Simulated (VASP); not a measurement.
The system is AlN.

```
Al N
1.0
     2.70253    0.00000    0.00000
    -1.35127    2.34046    0.00000
     0.00000    0.00000    4.40513
Al N
2 2
Direct
  0.00000 0.00000 0.00000
  0.00000 0.00000 0.50000
  0.33333 0.66667 0.25000
  0.66667 0.33333 0.75000
```

| Property | Result |
| --- | --- |
| Program | VASP 6.6.1 |
| Task | relaxation of cell and atoms |
| Functional | PBEsol |
| Potentials or basis | VASP PAW PBE potentials, release 64 (Al, N) |
| Cutoff | 600 eV |
| k mesh | 9 × 9 × 6 |
| Occupations | fermi-dirac, width 0.03 eV |
| Spin | no spin polarisation |

At the start: pressure 74.5 GPa; volume 6.97 Å³/atom.

Q: Where does the relaxation end?

A: Over 9 steps the energy falls by 340.6 meV/atom and the volume is 8.45 Å³/atom (+21.3 %); space group P6_3/mmc (No. 194, to 0.1 Å) before and after.

The path:
```tsv
step	energy change (eV)	largest force (eV/Å)	pressure (GPa)	volume (Å³)
1	0.0000	0.0000	74.50	27.86
2	0.2859	0.0000	-38.27	42.86
3	-1.3545	0.0000	-2.20	34.08
4	-1.3593	0.0000	0.37	33.74
5	-1.3594	0.0000	1.35	33.61
6	-1.3606	0.0000	-0.25	33.86
7	-1.3621	0.0000	0.45	33.75
8	-1.3622	0.0000	-0.31	33.85
9	-1.3622	0.0000	0.01	33.81
```

Final structure:
```
Al N
1.0
     2.83560    0.00000    0.00000
    -1.41780    2.45571    0.00000
     0.00000    0.00000    4.85529
Al N
2 2
Cartesian
  0.0000 0.0000 0.0000
  0.0000 0.0000 2.4276
  0.0000 1.6371 1.2138
  1.4178 0.8186 3.6415
```

Caveat: the volume moved by over 15 % at a fixed basis, so the end points are rough; the PAW data sets were made with another functional, which shifts forces and pressure a little.
